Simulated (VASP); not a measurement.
The system is Ga2PN.

```
CELL_PARAMETERS angstrom
1.62625 0.93892 5.64660
-1.62625 0.93892 5.64660
0.00000 -1.87783 5.64660
ATOMIC_POSITIONS crystal
N 0.00000 0.00000 0.00000
P 0.50000 0.50000 0.50000
Ga 0.26297 0.26297 0.26297
Ga 0.73703 0.73703 0.73703
```

Base run:

| Item | Value |
| --- | --- |
| Program | VASP 6.6.1 |
| Functional | PBE |
| Potentials or basis | VASP PAW PBE potentials, release 64 (N, P, Ga_d) |
| Cutoff | 520 eV |
| k mesh | 8 × 8 × 8 |
| Occupations | fermi-dirac, width 0.02 eV |
| Spin | no spin polarisation |

Its results: band gap on the k mesh zero (bands 18 and 19 overlap by 2.20 eV); pressure 4.4 GPa; largest force 0.024 eV/Å.

**Question.** The run is repeated on the same cell with these changes: functional from PBE to r2SCAN. What comes out?

**Answer.** Band gap on the k mesh zero (bands 18 and 19 overlap by 2.20 eV); pressure 0.1 GPa; largest force 0.047 eV/Å.

Caveats: the cell stands under pressure (at least some runs); the PAW data sets were made with another functional, which shifts forces and pressure a little (at least some runs).
